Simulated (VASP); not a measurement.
Input of a VASP 6.6.1 run:

The input INCAR:

```
ALGO = Normal
EDIFF = 1E-7
ENCUT = 520
GGA = PE
ISIF = 2
ISMEAR = 0
IVDW = 12
LASPH = True
LCHARG = False
LREAL = False
LWAVE = False
NBANDS = 16
NELM = 80
PREC = Accurate
SIGMA = 0.05
```

KPOINTS

```
k-points
0
Gamma
  12 12 4
```

POSCAR

```
BN
1.0
    2.5061233057      0.0000000000      0.0000000000
   -1.2530616528      2.1703664477      0.0000000000
    0.0000000000      0.0000000000      6.5973571420
B N
2 2
Direct
    0.0663482428      0.1326964856      0.4417948746
    0.3333333333      0.6666666667      0.0000000000
    0.0000000000      0.0000000000      0.0000000000
    0.6666666667      0.3333333333      0.5000000000
```

Potentials or basis: VASP PAW PBE potentials, release 64 (B, N).

Command:

```bash
$ cat potpaw_PBE.64/B/POTCAR potpaw_PBE.64/N/POTCAR > POTCAR
$ mpirun -np 1 vasp_std > vasp.out
```

Predict the pressure.

4.4 GPa.

Predict the dispersion energy per atom.

-0.143 eV.

Stress tensor (GPa, compression positive):
```
14.26  0.00  0.00
 0.00  6.52  7.65
 0.00  7.65 -7.72
```

Caveat: the cell differs from its parent crystal (atom 1 (B) moved by +0.288 Å along [1 2 0] and -0.384 Å along [0 0 1]).
